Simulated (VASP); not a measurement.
# Cu (P6_3/mmc) in VASP: a series of runs

Cu is run at these levels: PBEsol; tasks: single point, relaxation of cell and atoms.

Everything below comes from runs of VASP 6.6.1. Logs are shortened: lines on timing, memory, paths and dates and some standing lists are left out, and cuts for length are marked.

## 1. The cell of the first run

Symmetry: P6_3/mmc, No. 194, hexagonal system. The conventional cell has a = 2.521 Å, b = 2.521 Å, c = 4.117 Å, α = 90.00°, β = 90.00°, γ = 120.00°. Within 3.3 Å of Cu (site symmetry -6m2) lie 12 Cu at 2.52 Å.

## 2. Single point, PBEsol

Contents of INCAR:

```
  PREC = Accurate
  ENCUT = 520
  EDIFF = 1E-6
  ISMEAR = 0
  SIGMA = 0.1
  LREAL = False
  LASPH = True
  NELM = 100
  ALGO = Normal
  ISIF = 2
  LWAVE = False
  LCHARG = False
  GGA = PS
  NBANDS = 18
```

Contents of KPOINTS:

```
regular mesh
0
Gamma
  18 18 10
```

Contents of POSCAR:

```
Cu
1.0
    2.5205910253      0.0000000000      0.0000000000
   -1.2602955127      2.1828958605      0.0000000000
    0.0000000000      0.0000000000      4.1165232668
Cu
2
Direct
    0.3333333333      0.6666666667      0.2500000000
    0.6666666667      0.3333333333      0.7500000000
```

Potentials or basis: VASP PAW PBE potentials, release 64 (Cu).

Launch:

```sh
> cat potpaw_PBE.64/Cu/POTCAR > POTCAR
> mpirun -np 1 vasp_std > vasp.out
```

OUTCAR:

```text
PREC = Accurate
   ENCUT = 520
   EDIFF = 1E-6
   ISMEAR = 0
   LREAL = False
   LASPH = True
   NELM = 100
   ISIF = 2
   GGA = PS

 ion  position               nearest neighbor table
   1  0.333  0.667  0.250-   2 2.52   2 2.52   2 2.52   2 2.52   2 2.52   2 2.52
   2  0.667  0.333  0.750-   1 2.52   1 2.52   1 2.52   1 2.52   1 2.52   1 2.52

  LATTYP: Found a hexagonal cell.
 ALAT       =     2.5205910253
 C/A-ratio  =     1.6331579481

  Lattice vectors:

 A1 = (   2.5205910253,   0.0000000000,   0.0000000000)
 A2 = (  -1.2602955127,   2.1828958605,   0.0000000000)
 A3 = (   0.0000000000,   0.0000000000,   4.1165232668)

Analysis of symmetry for initial positions (statically):
=====================================================================
 Subroutine PRICEL returns:
 Original cell was already a primitive cell.

 Routine SETGRP: Setting up the symmetry group for a
 hexagonal supercell.

 Subroutine GETGRP returns: Found 24 space group operations
 (whereof 12 operations were pure point group operations)
 out of a pool of 24 trial point group operations.

The static configuration has the point symmetry D_3d.
 The point group associated with its full space group is D_6h.

Analysis of symmetry for dynamics (positions and initial velocities):
=====================================================================
 Subroutine PRICEL returns:
 Original cell was already a primitive cell.

 Routine SETGRP: Setting up the symmetry group for a
 hexagonal supercell.

 Subroutine GETGRP returns: Found 24 space group operations
 (whereof 12 operations were pure point group operations)
 out of a pool of 24 trial point group operations.

The dynamic configuration has the point symmetry D_3d.
 The point group associated with its full space group is D_6h.

 Subroutine INISYM returns: Found 24 space group operations
 (whereof 12 operations are pure point group operations),
 and found     1 'primitive' translations

----------------------------------------------------------------------------------------

                                     Primitive cell

  volume of cell :      22.6499

  direct lattice vectors                    reciprocal lattice vectors
     2.520591025  0.000000000  0.000000000     0.396732350  0.229053529  0.000000000
[... 76 lines left out ...]
 SYSTEM =  unknown system
   PREC   = accura    normal or accurate (medium, high low for compatibility)
   ISTART =      0    job   : 0-new  1-cont  2-samecut
   ICHARG =      2    charge: 1-file 2-atom 10-const
   ISPIN  =      1    spin polarized calculation?
   LNONCOLLINEAR =      F non collinear calculations
   LSORBIT =      F    spin-orbit coupling
   LASPH  =      T    aspherical Exc in radial PAW
   ENCUT  =  520.0 eV  38.22 Ry    6.18 a.u.   4.69  4.69  7.65*2*pi/ulx,y,z
   NELM   =    100;   NELMIN=  2; NELMDL= -5     # of ELM steps
   EDIFF  = 0.1E-05   stopping-criterion for ELM
   LREAL  =      F    real-space projection
   EDIFFG = 0.1E-04   stopping-criterion for IOM
   NSW    =      0    number of steps for IOM
   IBRION =     -1    ionic relax: 0-MD 1-quasi-New 2-CG
   NFREE  =      0    steps in history (QN), initial steepest desc. (CG)
   ISIF   =      2    stress and relaxation
   ISYM   =      2    0-nonsym 1-usesym 2-fastsym
   POTIM  = 0.5000    time-step for ionic-motion
   TEBEG  =    0.0;   TEEND  =   0.0 temperature during run
   PSTRESS=    0.0 pullay stress
   NELECT =      22.0000    total number of electrons
   NUPDOWN=      -1.0000    fix difference up-down
   EMIN   =  10.00;   EMAX   =-10.00  energy-range for DOS
   EFERMI =   0.00;   METHOD = LEGACY
   ISMEAR =     0;   SIGMA  =   0.10  broadening in eV -4-tet -1-fermi 0-gaus
   EFERMI_NEDOS =   21; number of points for ismear=-14 and -15
   IALGO  =     38    algorithm
   IMIX   =      4    mixing-type and parameters
     AMIX     =   0.40;   BMIX     =  1.00
     AMIX_MAG =   1.60;   BMIX_MAG =  1.00
  volume/ion in A,a.u.               =      11.32        76.42
  Fermi-wavevector in a.u.,A,eV,Ry     =   1.621289  3.063792 35.763969  2.628578
  Thomas-Fermi vector in A             =   2.715089
   LORBIT       =      0    0 simple, 1 ext, 2 COOP (PROOUT), +10 PAW based schemes
   GGA     = PS    functional components
   LHFCALC =     F    Hartree Fock is set to
   AEXX    =    0.0000 exact exchange contribution
   IVDW    =     0    specifies the selected vdW correction
   LEPSILON=     F    determine dielectric tensor
   LRPA    =     F    only Hartree local field effects (RPA)
 non-spin polarized calculation
 Gauss-broadening in eV      SIGMA  =   0.10
  energy-cutoff  :      520.00
  volume of cell :       22.65
 maximum number of plane-waves:       628
 NGX is ok and might be reduce to    20
   NGX =  9   NGY =  9   NGZ = 15

 number of electron      21.9999982 magnetization

 Free energy of the ion-electron system (eV)
  ---------------------------------------------------
  ext. energy  EPLUGINS =         0.00000000
  ---------------------------------------------------
  free energy    TOTEN  =        -8.59668805 eV

  energy without entropy =       -8.59207006  energy(sigma->0) =       -8.59437905

 E-fermi :   7.8610     XC(G=0): -13.1543

 val. band max:        7.8591105482   @ k =   0.2222   0.2222   0.5000
 cond. band min:       7.8696577217   @ k =   0.5000   0.0000   0.1000
 fundamental gap:      0.0105471735
 Fermi energy:         7.8610466271

 k-point     1 :       0.0000    0.0000    0.0000
  band No.  band energies     occupation
      1      -1.7843      2.00000
      2       2.5925      2.00000
      3       4.7659      2.00000
      4       4.8343      2.00000
      5       4.8343      2.00000
      6       5.0573      2.00000
[... 481 lines left out ...]
      5       4.6919      2.00000
      6       4.8602      2.00000
[... 10 lines left out ...]
     17      20.4827      0.00000
     18      27.0646      0.00000

 [... further k-points ...]
[... 5 lines left out ...]
  --------------------------------------------------------------------------------------
  -------------------------------------------------------------------------------------
  Total        0.1039857      0.1039857      0.0994631     -0.0000000      0.0000000      0.0000000
  in kB        7.3556006      7.3556006      7.0356858     -0.0000000      0.0000000      0.0000000
  external PRESSURE =       7.2489623 kB  Pullay stress =       0.0000000 kB

 VOLUME and BASIS-vectors are now :
 -----------------------------------------------------------------------------
  energy-cutoff  :      520.00
  volume of cell :       22.65
      direct lattice vectors                 reciprocal lattice vectors
     2.520591025  0.000000000  0.000000000     0.396732350  0.229053529  0.000000000
    -1.260295513  2.182895860  0.000000000     0.000000000  0.458107058  0.000000000
     0.000000000  0.000000000  4.116523267     0.000000000  0.000000000  0.242923442

 POSITION                                       TOTAL-FORCE (eV/Angst)
 -----------------------------------------------------------------------------------
     -0.00000      1.45526      1.02913        -0.000000      0.000000     -0.000000
      1.26030      0.72763      3.08739         0.000000     -0.000000      0.000000
 -----------------------------------------------------------------------------------
    total drift:                               -0.000000      0.000000     -0.000000

  FREE ENERGIE OF THE ION-ELECTRON SYSTEM (eV)
  ---------------------------------------------------
  free  energy   TOTEN  =        -8.5966880481 eV

  energy  without entropy=       -8.5920700556  energy(sigma->0) =       -8.59437905
```

OSZICAR:

```text
N       E                     dE             d eps       ncg     rms          rms(c)
DAV:   1     0.119139033247E+03    0.11914E+03   -0.10577E+04  8776   0.221E+03
DAV:   2    -0.487462858453E+01   -0.12401E+03   -0.11779E+03  8010   0.285E+02
DAV:   3    -0.107408827217E+02   -0.58663E+01   -0.56418E+01  8998   0.843E+01
DAV:   4    -0.108041644140E+02   -0.63282E-01   -0.63229E-01  9430   0.934E+00
DAV:   5    -0.108049548606E+02   -0.79045E-03   -0.79042E-03  9900   0.911E-01    0.119E+01
DAV:   6    -0.943904683227E+01    0.13659E+01   -0.12976E+01  8494   0.106E+02    0.589E+00
DAV:   7    -0.862489364060E+01    0.81415E+00   -0.25427E+00  8694   0.427E+01    0.781E-01
DAV:   8    -0.860139714931E+01    0.23496E-01   -0.20850E-02 10034   0.198E+00    0.507E-01
DAV:   9    -0.859665126778E+01    0.47459E-02   -0.64162E-03  9370   0.235E+00    0.292E-02
DAV:  10    -0.859668535196E+01   -0.34084E-04   -0.23577E-04 12008   0.227E-01    0.489E-03
DAV:  11    -0.859668820173E+01   -0.28498E-05   -0.91103E-07  6960   0.246E-02    0.288E-03
DAV:  12    -0.859668804809E+01    0.15364E-06   -0.71372E-07  5178   0.196E-02
   1 F= -.85966880E+01 E0= -.85943791E+01  d E =-.461799E-02
```

stdout:

```text
POSCAR found type information on POSCAR Cu
 POSCAR found :  1 types and       2 ions
 scaLAPACK will be used
 -----------------------------------------------------------------------------
|                                                                             |
|                                                                             |
|     You enforced a specific xc type in the INCAR file but a different       |
|     I HOPE YOU KNOW WHAT YOU ARE DOING!                                     |
|                                                                             |
 -----------------------------------------------------------------------------

 LDA part: xc-table for (Slater+PW92), standard interpolation
 POSCAR, INCAR and KPOINTS ok, starting setup
 FFT: planning ... GRIDC
 FFT: planning ... GRID_SOFT
 FFT: planning ... GRID
 WAVECAR not read
 entering main loop
```

Run time: 42 s. Hardware: 1 thread of AMD EPYC 7R13 (Zen 3), shared host; peak memory 0.16 GiB.

What came out:

```yaml
Free_energy: -8.5967 eV
Pressure: 0.7 GPa
Band_gap_on_the_k_mesh: zero (band 11 reaches 12.05 eV, above the bottom of band 12 at 5.92 eV)
```

Levels at points of the mesh, in eV from the Fermi level:
| k point | band 7 | band 8 | band 9 | band 10 | band 11 | band 12 | band 13 | band 14 | band 15 | band 16 |
| --- | --- | --- | --- | --- | --- | --- | --- | --- | --- | --- |
| (0.00, 0.00, 0.00) | -2.80 | -2.50 | -2.50 | -1.70 | -1.70 | -1.10 | 4.02 | 21.75 | 22.40 | 22.40 |
| (0.50, 0.00, 0.00) | -2.77 | -1.60 | -1.55 | -1.50 | 0.05 | 1.69 | 7.99 | 8.40 | 10.98 | 11.44 |
| (0.00, 0.00, 0.50) | -3.07 | -3.07 | -1.94 | -1.94 | -1.94 | -1.94 | 12.84 | 12.84 | 22.46 | 22.46 |
| (0.50, 0.00, 0.50) | -1.90 | -1.90 | -1.54 | -1.54 | 0.49 | 0.49 | 5.12 | 5.12 | 16.56 | 16.56 |

Caveat: the PAW data sets were made with another functional, which shifts forces and pressure a little.

## 3. Relaxation of cell and atoms, PBEsol

This run uses another cell than the first one, of 11.44 Å³/atom, 1.010 times its volume.

Contents of INCAR:

```
ALGO = Normal ; EDIFF = 1E-6
EDIFFG = -0.005 ; ENCUT = 600
GGA = PS ; IBRION = 2
ISIF = 3 ; ISMEAR = 0
LASPH = T ; LCHARG = F
LREAL = F ; LWAVE = F
NELM = 100 ; NSW = 100
PREC = Accurate ; SIGMA = 0.1
```

Contents of KPOINTS:

```
k-points
0
Gamma
  18 18 10
```

Contents of POSCAR:

```
Cu
1.0
    2.5340966698      0.0000000000      0.0000000000
   -1.2670483349      2.1945920917      0.0000000000
    0.0000000000      0.0000000000      4.1125710000
Cu
2
Direct
    0.3333333300      0.6666666700      0.2500000000
    0.6666666700      0.3333333300      0.7500000000
```

Potentials or basis: VASP PAW PBE potentials, release 64 (Cu).

Launch:

```sh
> cat potpaw_PBE.64/Cu/POTCAR > POTCAR
> mpirun -np 1 vasp_std > vasp.out
```

Wall time 2.9 min (1 thread of AMD EPYC 7R13 (Zen 3), shared host); peak memory 0.17 GiB.

It converged, with:

```yaml
Free_energy: -8.5972 eV
Relaxed_volume: 11.38 Å³/atom
Relaxed_cell: a = 2.525 Å, b = 2.525 Å, c = 4.123 Å, α = 90.00°, β = 90.00°, γ = 120.00°
Space_group_after_relaxing_to_0.05_Å: P6_3/mmc (No. 194)
Energy_gained_by_relaxing: 0.3 meV/atom
Ionic_steps: 8
Pressure_after_relaxing: 0.0 GPa
Band_gap_on_the_k_mesh: zero (band 11 reaches 11.98 eV, above the bottom of band 12 at 5.87 eV)
```

Step by step:
| step | energy change (eV) | largest force (eV/Å) | pressure (GPa) | volume (Å³) |
| --- | --- | --- | --- | --- |
| 1 | 0.0000 | 0.0000 | -0.78 | 22.87 |
| 2 | -0.0004 | 0.0000 | 0.61 | 22.69 |
| 3 | -0.0005 | 0.0000 | 0.12 | 22.74 |
| 4 | -0.0005 | 0.0000 | 0.25 | 22.73 |
| 5 | -0.0005 | 0.0000 | 0.25 | 22.73 |
| 6 | -0.0006 | 0.0000 | -0.07 | 22.75 |
| 7 | -0.0006 | 0.0000 | 0.10 | 22.75 |
| 8 | -0.0006 | 0.0000 | -0.03 | 22.76 |

Final structure:
```cif
data_structure
_symmetry_space_group_name_H-M 'P 1'
_symmetry_Int_Tables_number 1
_cell_length_a 2.5246
_cell_length_b 2.5246
_cell_length_c 4.1227
_cell_angle_alpha 90.000
_cell_angle_beta 90.000
_cell_angle_gamma 120.000
_cell_volume 22.76
loop_
_atom_site_label
_atom_site_type_symbol
_atom_site_fract_x
_atom_site_fract_y
_atom_site_fract_z
_atom_site_occupancy
Cu1 Cu 0.33333 0.66667 0.25000 1
Cu2 Cu 0.66667 0.33333 0.75000 1
```

Levels at points of the mesh, in eV from the Fermi level:
```
           k point  band 7  band 8  band 9  band 10  band 11  band 12  band 13  band 14  band 15
(0.00, 0.00, 0.00)   -2.79   -2.49   -2.49    -1.70    -1.70    -1.08     4.00    21.71    22.33
(0.50, 0.00, 0.00)   -2.76   -1.60   -1.55    -1.49     0.05     1.68     7.96     8.37    10.95
(0.00, 0.00, 0.50)   -3.05   -3.05   -1.93    -1.93    -1.93    -1.93    12.80    12.80    22.42
(0.50, 0.00, 0.50)   -1.89   -1.89   -1.53    -1.53     0.49     0.49     5.09     5.09    16.51
```

Caveat: the PAW data sets were made with another functional, which shifts forces and pressure a little.

[end of part 1 of 2]
